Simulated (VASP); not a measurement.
# Ga8N9 (a cell with a defect) in VASP: notebook

Ga8N9 (a cell with a defect) is run at these levels: PBE; tasks: single point.

Program: VASP 6.6.1. These are calculated values, not measurements. Logs are shortened: lines on timing, memory, paths and dates and some standing lists are left out, and cuts for length are marked.

### Step 1. The cell of the first run

The cell holds a defect, 17 atoms: a = 6.433 Å, b = 6.433 Å, c = 6.433 Å, α = 60.00°, β = 60.00°, γ = 60.00°.

### Step 2. Single point, PBE, collinear spin

INCAR reads:

```
ALGO = Fast
EDIFF = 1E-6
ENCUT = 520
GGA = PE
ISIF = 2
ISMEAR = 0
ISPIN = 2
LASPH = True
LCHARG = False
LORBIT = 11
LREAL = Auto
LWAVE = False
MAGMOM = 0 0 0 0 0 0 0 0 0 0 0 0 0 0 0.21 0 0.26
NBANDS = 92
NELM = 150
PREC = Accurate
SIGMA = 0.02
```

KPOINTS reads:

```
k-points
0
Gamma
  3 3 3
```

POSCAR reads:

```
Ga8N9
1.0
    0.0000000000      4.5484769755     -4.5484769755
    4.5484769755      4.5484769755      0.0000000000
    4.5484769755      0.0000000000     -4.5484769755
Ga N
8 9
Direct
    0.0290214726     -0.0115083577      0.4956921871
    0.0063768598      0.4963837373      0.5004464159
    0.5033916874     -0.0261301751      0.4850818223
    0.4847149962      0.5268776808      0.4920185398
    0.0020132014     -0.0008741388      1.0028282048
   -0.0041013729      0.5052849585      0.9993237351
    0.4754636578      0.0015540367      1.0322621232
    0.4995208313      0.4987775056      0.9967342969
    0.1090227570      0.1322089797      0.1344127943
    0.1254791446      0.6247420874      0.1253555867
    0.6278775325      0.1252578617      0.1199543282
    0.6191534035      0.6296243810      0.1230581144
    0.1320894891      0.1198471495      0.6265004781
    0.1211958427      0.6259032453      0.6275805100
    0.5046857470      0.1943029512      0.6928788509
    0.6327997296      0.6071247617      0.6246444723
    0.6987221255      1.0218309392      0.5831188141
```

Potentials or basis: VASP PAW PBE potentials, release 64 (Ga_d, N).

Command:

```console
$ cat potpaw_PBE.64/Ga_d/POTCAR potpaw_PBE.64/N/POTCAR > POTCAR
$ mpirun -np 1 vasp_std > vasp.out
```

OUTCAR:

```text
EDIFF = 1E-6
   ENCUT = 520
   GGA = PE
   ISIF = 2
   ISMEAR = 0
   ISPIN = 2
   LASPH = True
   LORBIT = 11
   LREAL = Auto
   NELM = 150
   PREC = Accurate

 ion  position               nearest neighbor table
   1  0.029  0.988  0.496-  17 1.83   9 1.91  14 1.91  13 1.92
   2  0.006  0.496  0.500-  14 1.95  16 1.96  10 1.97  13 1.98
   3  0.503  0.974  0.485-  17 1.86  11 1.93  16 1.93  13 1.96   4 2.91   7 2.92
   4  0.485  0.527  0.492-  15 1.84  16 1.91  14 1.91  12 1.94   3 2.91
   5  0.002  0.999  0.003-   9 1.95  11 1.97  10 1.97  13 1.98
   6  0.996  0.505  0.999-  14 1.95   9 1.96  10 1.97  12 1.98
   7  0.475  0.002  0.032-  15 1.86  11 1.92   9 1.93  12 1.96   3 2.92
   8  0.500  0.499  0.997-  16 1.96  11 1.96  10 1.96  12 1.98
   9  0.109  0.132  0.134-   1 1.91   7 1.93   5 1.95   6 1.96
  10  0.125  0.625  0.125-   8 1.96   5 1.97   6 1.97   2 1.97
  11  0.628  0.125  0.120-   7 1.92   3 1.93   8 1.96   5 1.97
  12  0.619  0.630  0.123-   4 1.94   7 1.96   6 1.98   8 1.98
  13  0.132  0.120  0.627-   1 1.92   3 1.96   5 1.98   2 1.98
  14  0.121  0.626  0.628-   1 1.91   4 1.91   2 1.95   6 1.95
  15  0.505  0.194  0.693-  17 1.34   4 1.84   7 1.86
  16  0.633  0.607  0.625-   4 1.91   3 1.93   8 1.96   2 1.96
  17  0.699  0.022  0.583-  15 1.34   1 1.83   3 1.86

  LATTYP: Found a face centered cubic cell.
 ALAT       =     9.0969539510

  Lattice vectors:

 A1 = (   0.0000000000,   4.5484769755,  -4.5484769755)
 A2 = (   4.5484769755,   4.5484769755,   0.0000000000)
 A3 = (   4.5484769755,   0.0000000000,  -4.5484769755)

Analysis of symmetry for initial positions (statically):
=====================================================================
 Subroutine PRICEL returns:
 Original cell was already a primitive cell.

 Routine SETGRP: Setting up the symmetry group for a
 face centered cubic supercell.

 Subroutine GETGRP returns: Found  1 space group operations
 (whereof  1 operations were pure point group operations)
 out of a pool of 48 trial point group operations.

The static configuration has the point symmetry C_1 .

Analysis of symmetry for dynamics (positions and initial velocities):
=====================================================================
 Subroutine PRICEL returns:
 Original cell was already a primitive cell.

 Routine SETGRP: Setting up the symmetry group for a
 face centered cubic supercell.

 Subroutine GETGRP returns: Found  1 space group operations
 (whereof  1 operations were pure point group operations)
 out of a pool of 48 trial point group operations.

The dynamic configuration has the point symmetry C_1 .

Analysis of structural, dynamic, and magnetic symmetry:
=====================================================================
 Subroutine PRICEL returns:
 Original cell was already a primitive cell.

 Routine SETGRP: Setting up the symmetry group for a
 face centered cubic supercell.

 Subroutine GETGRP returns: Found  1 space group operations
 (whereof  1 operations were pure point group operations)
 out of a pool of 48 trial point group operations.

The overall configuration has the point symmetry C_1 .

 Subroutine INISYM returns: Found  1 space group operations
 (whereof  1 operations are pure point group operations),
 and found     1 'primitive' translations

----------------------------------------------------------------------------------------

                                     Primitive cell

  volume of cell :     188.2036

  direct lattice vectors                    reciprocal lattice vectors
     0.000000000  4.548476975 -4.548476975    -0.109926906  0.109926906 -0.109926906
     4.548476975  4.548476975  0.000000000     0.109926906  0.109926906  0.109926906
     4.548476975  0.000000000 -4.548476975     0.109926906 -0.109926906 -0.109926906

  length of vectors
     6.432517827  6.432517827  6.432517827     0.190398986  0.190398986  0.190398986

  position of ions in fractional coordinates (direct lattice)
     0.029021473  0.988491642  0.495692187
     0.006376860  0.496383737  0.500446416
     0.503391687  0.973869825  0.485081822
[... 74 lines left out ...]
  0.333333  0.333333 -0.333333      2.000000
 -0.333333  0.333333 -0.333333      2.000000
  0.333333 -0.333333 -0.333333      2.000000
   k-points           NKPTS =     14   k-points in BZ     NKDIM =     14   number of bands    NBANDS=     92
   number of dos      NEDOS =    301   number of ions     NIONS =     17
   total plane-waves  NPLWV = 110592
   dimension x,y,z NGX =    48 NGY =   48 NGZ =   48
   dimension x,y,z NGXF=    96 NGYF=   96 NGZF=   96
   ions per type =               8   9
   NGX,Y,Z   is equivalent  to a cutoff of  12.41, 12.41, 12.41 a.u.
   NGXF,Y,Z  is equivalent  to a cutoff of  24.81, 24.81, 24.81 a.u.
 SYSTEM =  unknown system
   PREC   = accura    normal or accurate (medium, high low for compatibility)
   ISTART =      0    job   : 0-new  1-cont  2-samecut
   ICHARG =      2    charge: 1-file 2-atom 10-const
   ISPIN  =      2    spin polarized calculation?
   LNONCOLLINEAR =      F non collinear calculations
   LSORBIT =      F    spin-orbit coupling
   LASPH  =      T    aspherical Exc in radial PAW
   ENCUT  =  520.0 eV  38.22 Ry    6.18 a.u.  11.96 11.96 11.96*2*pi/ulx,y,z
   NELM   =    150;   NELMIN=  2; NELMDL= -5     # of ELM steps
   EDIFF  = 0.1E-05   stopping-criterion for ELM
   LREAL  =      T    real-space projection
   EDIFFG = 0.1E-04   stopping-criterion for IOM
   NSW    =      0    number of steps for IOM
[... 5 lines left out ...]
   TEBEG  =    0.0;   TEEND  =   0.0 temperature during run
   PSTRESS=    0.0 pullay stress
   NELECT =     149.0000    total number of electrons
   NUPDOWN=      -1.0000    fix difference up-down
   EMIN   =  10.00;   EMAX   =-10.00  energy-range for DOS
   EFERMI =   0.00;   METHOD = LEGACY
   ISMEAR =     0;   SIGMA  =   0.02  broadening in eV -4-tet -1-fermi 0-gaus
   EFERMI_NEDOS =   21; number of points for ismear=-14 and -15
   IALGO  =     68    algorithm
   IMIX   =      4    mixing-type and parameters
     AMIX     =   0.40;   BMIX     =  1.00
     AMIX_MAG =   1.60;   BMIX_MAG =  1.00
  volume/ion in A,a.u.               =      11.07        74.71
  Fermi-wavevector in a.u.,A,eV,Ry     =   1.514471  2.861935 31.206622  2.293622
  Thomas-Fermi vector in A             =   2.624124
   LORBIT       =     11    0 simple, 1 ext, 2 COOP (PROOUT), +10 PAW based schemes
   GGA     = PE    functional components
   LHFCALC =     F    Hartree Fock is set to
   AEXX    =    0.0000 exact exchange contribution
   IVDW    =     0    specifies the selected vdW correction
   LEPSILON=     F    determine dielectric tensor
   LRPA    =     F    only Hartree local field effects (RPA)
 spin polarized calculation
 RMM-DIIS sequential band-by-band and
 Gauss-broadening in eV      SIGMA  =   0.02
  energy-cutoff  :      520.00
  volume of cell :      188.20
 maximum number of plane-waves:      5066
   NGX = 23   NGY = 23   NGZ = 23

 number of electron     149.0000011 magnetization       1.0740644

 Free energy of the ion-electron system (eV)
  ---------------------------------------------------
  ext. energy  EPLUGINS =         0.00000000
  ---------------------------------------------------
  free energy    TOTEN  =       -99.87884020 eV

  energy without entropy =      -99.87817462  energy(sigma->0) =      -99.87850741

 E-fermi :   7.2099     XC(G=0): -11.7184

 val. band max:        7.2007807953   @ k =   0.3333   0.3333  -0.3333
 cond. band min:       7.2879438386   @ k =   0.0000   0.0000   0.3333
 fundamental gap:      0.0871630432
 Fermi energy:         7.2099368370

 spin component 1

 k-point     1 :       0.0000    0.0000    0.0000
  band No.  band energies     occupation
      1     -13.7730      1.00000
      2     -10.4627      1.00000
      3      -9.8089      1.00000
      4      -9.7997      1.00000
      5      -9.7378      1.00000
      6      -9.6105      1.00000
[... 1235 lines left out ...]
     85      12.6213      0.00000
     86      12.7428      0.00000
 Fermi energy:         7.2099368370

 spin component 2

 k-point     1 :       0.0000    0.0000    0.0000
  band No.  band energies     occupation
      1     -13.3482      1.00000
      2     -10.4319      1.00000
      3      -9.7797      1.00000
      4      -9.7618      1.00000
      5      -9.7329      1.00000
      6      -9.5924      1.00000
[... 1235 lines left out ...]
     85      12.6412      0.00000
     86      12.7395      0.00000
 [bands above 86 left out]

------------------------ aborting loop because EDIFF is reached ----------------------------------------

  FORCE on cell =-STRESS in cart. coord.  units (eV):
  Direction    XX          YY          ZZ          XY          YZ          ZX
  --------------------------------------------------------------------------------------
  -------------------------------------------------------------------------------------
  Total       19.1025743     14.6032423     13.9263486     -0.0080347     -0.8147639      1.5618794
  in kB      162.6201968    124.3173877    118.5549923     -0.0683998     -6.9360841     13.2962780
  external PRESSURE =     135.1641923 kB  Pullay stress =       0.0000000 kB

 VOLUME and BASIS-vectors are now :
 -----------------------------------------------------------------------------
  energy-cutoff  :      520.00
  volume of cell :      188.20
      direct lattice vectors                 reciprocal lattice vectors
     0.000000000  4.548476975 -4.548476975    -0.109926906  0.109926906 -0.109926906
     4.548476975  4.548476975  0.000000000     0.109926906  0.109926906  0.109926906
     4.548476975  0.000000000 -4.548476975     0.109926906 -0.109926906 -0.109926906

 POSITION                                       TOTAL-FORCE (eV/Angst)
 -----------------------------------------------------------------------------------
      6.75078      4.62813     -2.38665         0.001558     -0.040229      0.034078
      4.53406      2.28680     -2.30527         0.009248      0.008281     -0.001082
      6.63601      6.71929     -4.49605        -0.002519      0.016428     -0.029622
      4.63443      4.60121     -4.44265         0.008488     -0.034185     -0.030066
      4.55736      4.55366     -0.02202         0.009022      0.001164     -0.004157
      6.84368      6.82810     -9.07522        -0.009460      0.001445      0.001503
[... 9 lines left out ...]
      5.60267      5.63977     -5.71946        -0.006537     -0.009841      0.007565
      2.75160      3.27742     -5.83042        -0.139786      0.029135     -0.041804
 -----------------------------------------------------------------------------------
    total drift:                                0.001320      0.000096     -0.000817

  FREE ENERGIE OF THE ION-ELECTRON SYSTEM (eV)
  ---------------------------------------------------
  free  energy   TOTEN  =       -99.8788402001 eV

  energy  without entropy=      -99.8781746159  energy(sigma->0) =      -99.87850741

 total charge

# of ion       s       p       d       tot
------------------------------------------
    1        0.824   1.015  10.232  12.071
    2        0.782   0.859  10.162  11.803
    3        0.804   0.949  10.217  11.970
    4        0.819   0.991  10.225  12.036
    5        0.783   0.860  10.162  11.805
    6        0.783   0.861  10.163  11.806
[... 9 lines left out ...]
   16        1.233   2.521   0.000   3.754
   17        1.257   2.603   0.000   3.860
--------------------------------------------------
tot         17.515  30.140  81.539 129.194

 magnetization (x)

# of ion       s       p       d       tot
------------------------------------------
    1        0.001   0.013   0.012   0.026
    2       -0.000  -0.001   0.000  -0.001
    3       -0.001   0.002   0.012   0.014
    4        0.006   0.023   0.012   0.041
    5       -0.001  -0.001   0.000  -0.001
    6       -0.001  -0.001   0.000  -0.001
[... 9 lines left out ...]
   16        0.002   0.029   0.000   0.031
   17        0.011   0.329   0.000   0.341
--------------------------------------------------
tot          0.034   0.776   0.052   0.862
```

Run time: 23 min. Hardware: 1 thread of Oxide Virtual Turin-like, shared host; peak memory 0.55 GiB.

Results:

```
Free energy                                           : -99.8788 eV
Pressure                                              : 13.5 GPa
Largest force                                         : 0.149 eV/Å
Net moment                                            : 1.07 μB per cell
Site moments                                          : Ga +0.03, -0.00, +0.01, +0.04 (each value once); N +0.05, -0.00, +0.02, +0.00, +0.04, +0.27, +0.03, +0.34 (each value once) μB
Valence electrons inside the program's atomic spheres : Ga 12.07, 11.80, 11.97, 12.04, 11.81 (each value once); N 3.76, 3.72, 3.75, 3.73, 3.77, 3.87, 3.86 (each value once)
```

Forces in eV/Å, atoms in the order of the input:
```
Ga   0.002 -0.040  0.034
Ga   0.009  0.008 -0.001
Ga  -0.003  0.016 -0.030
Ga   0.008 -0.034 -0.030
Ga   0.009  0.001 -0.004
Ga  -0.009  0.001  0.002
Ga   0.007  0.014  0.024
Ga  -0.005  0.000  0.007
N    0.004 -0.006 -0.013
N    0.002 -0.002  0.003
N    0.000 -0.007  0.002
N    0.000  0.005  0.002
N   -0.010  0.001  0.002
N    0.001  0.010  0.000
N    0.130  0.012  0.035
N   -0.007 -0.010  0.008
N   -0.140  0.029 -0.042
```

Stress tensor (GPa, compression positive):
```
16.26 -0.01  1.33
-0.01 12.43 -0.69
 1.33 -0.69 11.86
```

Caveat: the k points lie up to 0.40 Å⁻¹ apart; a moment this small can come from the mesh or the smearing.

### Step 3. Single point, PBE, collinear spin

INCAR reads:

```
SYSTEM = Ga8N9
ALGO = Normal
EDIFF = 1E-7
ENCUT = 520
GGA = PE
ISIF = 2
ISMEAR = 0
ISPIN = 2
LASPH = .True.
LCHARG = .False.
LORBIT = 11
LREAL = Auto
LWAVE = .False.
MAGMOM = 0 0 0 0 0 0 0 0 0 0 0 0 0 0 0.21 0 0.26
NBANDS = 92
NELM = 150
PREC = Accurate
SIGMA = 0.02
```

KPOINTS reads:

```
k-points
0
Gamma
  3 3 3
  0 0 0
```

POSCAR reads:

```
Ga8N9
1.0
    0.0000000000      4.5484769755     -4.5484769755
    4.5484769755      4.5484769755      0.0000000000
    4.5484769755      0.0000000000     -4.5484769755
Ga N
8 9
Direct
    0.0324464652     -0.0092474910      0.4902016679
    0.0054988736      0.5011392851      0.4998658919
    0.4979370045     -0.0170045931      0.4971107938
    0.4909294940      0.5307265515      0.4872401272
   -0.0018369885     -0.0008509442      1.0026007661
    0.0003316495      0.5064538113      0.9929667720
    0.4821728266     -0.0010878367      1.0213946394
    0.4983975982      0.4989146944      0.9996427429
    0.1114437872      0.1312794378      0.1301276236
    0.1246209452      0.6254134110      0.1247763819
    0.6227837395      0.1235647675      0.1264751923
    0.6235813692      0.6255868756      0.1231013157
    0.1246023676      0.1243457982      0.6273721985
    0.1280490158      0.6274953166      0.6219330152
    0.4924870483      0.2004789746      0.6693354757
    0.6304065109      0.6117264119      0.6267674906
    0.7035748487      0.9922739027      0.6335067794
```

Potentials or basis: VASP PAW PBE potentials, release 64 (Ga_d, N).

Command:

```console
$ cat potpaw_PBE.64/Ga_d/POTCAR potpaw_PBE.64/N/POTCAR > POTCAR
$ mpirun -np 1 vasp_std > vasp.out
```

Run time: 43 min. Hardware: 1 thread of Oxide Virtual Turin-like, shared host; peak memory 0.55 GiB.

Results (log left out):

```yaml
Free_energy: -99.8050 eV
Pressure: 12.1 GPa
Largest_force: 0.174 eV/Å
Net_moment: 1.07 μB per cell
Site_moments: Ga +0.02, -0.00, +0.01, +0.03 (each value once); N +0.04, -0.00, +0.00, +0.02, +0.03, +0.01, +0.30, +0.31 (each value once) μB
Valence_electrons_inside_the_program's_atomic_spheres: Ga 12.08, 11.80, 11.86, 12.07, 11.81 (each value once); N 3.75, 3.73, 3.77, 3.83 (each value once)
```

Forces on the atoms (eV/Å):
```
Ga   0.011 -0.041  0.017
Ga  -0.006  0.003 -0.008
Ga  -0.072 -0.018 -0.008
Ga  -0.018 -0.048 -0.014
Ga   0.010 -0.001 -0.006
Ga   0.007  0.004  0.008
Ga   0.060 -0.014  0.012
Ga  -0.008 -0.002  0.008
N    0.032 -0.016  0.005
N    0.000  0.003  0.000
N    0.002  0.002 -0.001
N    0.018  0.008  0.017
N   -0.014  0.009 -0.018
N    0.001  0.007 -0.001
N    0.161  0.065 -0.009
N   -0.029 -0.015 -0.007
N   -0.155  0.053  0.007
```

Stress tensor (GPa, compression positive):
```
13.03 -0.04  3.70
-0.04 12.89 -0.30
 3.70 -0.30 10.51
```

Levels at points of the mesh, in eV from the Fermi level:
Spin up:
| k point | band 71 | band 72 | band 73 | band 74 | band 75 | band 76 | band 77 | band 78 | band 79 | band 80 |
| --- | --- | --- | --- | --- | --- | --- | --- | --- | --- | --- |
| (0.00, 0.00, 0.00) | -1.90 | -1.83 | -1.82 | -1.41 | -1.28 | -0.08 | 1.20 | 2.03 | 2.47 | 2.73 |
Spin down:
| k point | band 70 | band 71 | band 72 | band 73 | band 74 | band 75 | band 76 | band 77 | band 78 | band 79 |
| --- | --- | --- | --- | --- | --- | --- | --- | --- | --- | --- |
| (0.00, 0.00, 0.00) | -2.49 | -1.84 | -1.79 | -1.77 | -0.87 | -0.70 | -0.06 | 1.23 | 2.05 | 2.49 |

Caveat: the k points lie up to 0.40 Å⁻¹ apart; a moment this small can come from the mesh or the smearing.
